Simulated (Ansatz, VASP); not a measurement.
**One calculation of ZnSe, two programs**

```xyz
2
Lattice="0.0000 2.4602 2.7776 2.7776 0.0000 2.7776 2.7776 2.4602 0.0000" Properties=species:S:1:pos:R:3 pbc="T T T"
Zn    0.0000    0.0000    0.0000
Se    4.1665    3.6902    4.1665
```

Alike in both runs: task single point; functional LDA; k mesh 10 × 10 × 10; occupations gaussian, width 0.05 eV; no spin polarisation.

|  | VASP | Ansatz |
| --- | --- | --- |
| version | VASP 6.6.1 | Ansatz 0.2.0 |
| potentials or method | VASP PAW LDA potentials, release 64 (Zn, Se), cutoff 520 eV | scalar-relativistic, plane waves, PAW |
| valence electrons in the cell | 18 | 28 |

```csv
,VASP,Ansatz,Ansatz less VASP
gap on the k mesh at the Fermi level (eV),1.57,1.52,-0.055
least direct gap on the mesh (eV),1.57,1.52,-0.055
pressure (GPa),12.3,11.7,-0.62
"traceless stress, the component that is largest in VASP (GPa)",1.66,1.71,+0.050
```

Ansatz warns that its potentials were made for another functional, while VASP's fit it. LDA's correlation is that of Perdew and Zunger in VASP and of Perdew and Wang (1992) in Ansatz. VASP's potentials hold 18 valence electrons a cell and Ansatz's 28, so a difference there can come from the potentials and not from the codes.
